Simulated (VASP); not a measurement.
Wanted: the native input for a VASP 6.6.1 run.

```yaml
Task: single point
Functional: PBE-based global hybrid with 15 % exact exchange
Potentials_or_basis: VASP PAW PBE potentials, release 64 (Ca_sv, O)
Cutoff: 520 eV
k_mesh: 6 × 6 × 6
Occupations: fermi-dirac, width 0.05 eV
Spin: no spin polarisation
Dipole_correction: no
Grid_for_exact_exchange_PRECFOCK: Normal
Share_of_exact_exchange: 0.15
Further_INCAR_settings: ALGO = Normal; EDIFF = 1e-06; NBANDS = 15
```

CaO:

```xyz
2
Lattice="0.0000 2.4036 2.4036 2.4036 0.0000 2.4036 2.4036 2.4036 0.0000" Properties=species:S:1:pos:R:3 pbc="T T T"
Ca    0.0000    0.0000    0.0000
O     2.4036    2.4036    2.4036
```

These files were run (other wordings do the same):

POSCAR

```
CaO
1.0
    0.0000000000      2.4035556960      2.4035556960
    2.4035556960      0.0000000000      2.4035556960
    2.4035556960      2.4035556960      0.0000000000
Ca O
1 1
Direct
    0.0000000000      0.0000000000      0.0000000000
    0.5000000000      0.5000000000      0.5000000000
```

INCAR.step1

```
  ALGO = Normal
  EDIFF = 1E-5
  ENCUT = 520
  GGA = PE
  ISIF = 2
  ISMEAR = -1
  LASPH = True
  LCHARG = False
  LREAL = False
  LWAVE = True
  NBANDS = 15
  NELM = 60
  PREC = Accurate
  SIGMA = 0.05
```

INCAR.step2

```
  AEXX = 0.15
  ALGO = Normal
  EDIFF = 1E-6
  ENCUT = 520
  GGA = PE
  ISIF = 2
  ISMEAR = -1
  ISTART = 1
  LASPH = True
  LCHARG = False
  LHFCALC = True
  LREAL = False
  LWAVE = False
  NBANDS = 15
  NELM = 60
  PREC = Accurate
  PRECFOCK = Normal
  SIGMA = 0.05
```

KPOINTS

```
k-points
0
Gamma
  6 6 6
```

Potentials or basis: VASP PAW PBE potentials, release 64 (Ca_sv, O).

Launch:

```sh
$ cat potpaw_PBE.64/Ca_sv/POTCAR potpaw_PBE.64/O/POTCAR > POTCAR
$ cp INCAR.step1 INCAR
$ mpirun -np 1 vasp_std > vasp.out
$ cp INCAR.step2 INCAR
$ mpirun -np 1 vasp_std > vasp.out
```

It gave:

```yaml
Pressure: 0.8 GPa
Band_gap_on_the_k_mesh: 5.07 eV (least direct gap 5.48 eV)
```

Caveat: the PAW data sets were made with another functional, which shifts forces and pressure a little.

Wall time 22 min on 1 thread of Intel(R) Xeon(R) Platinum 8375C CPU @ 2.90GHz (Ice Lake), with other jobs on the host, peak memory 0.18 GiB.
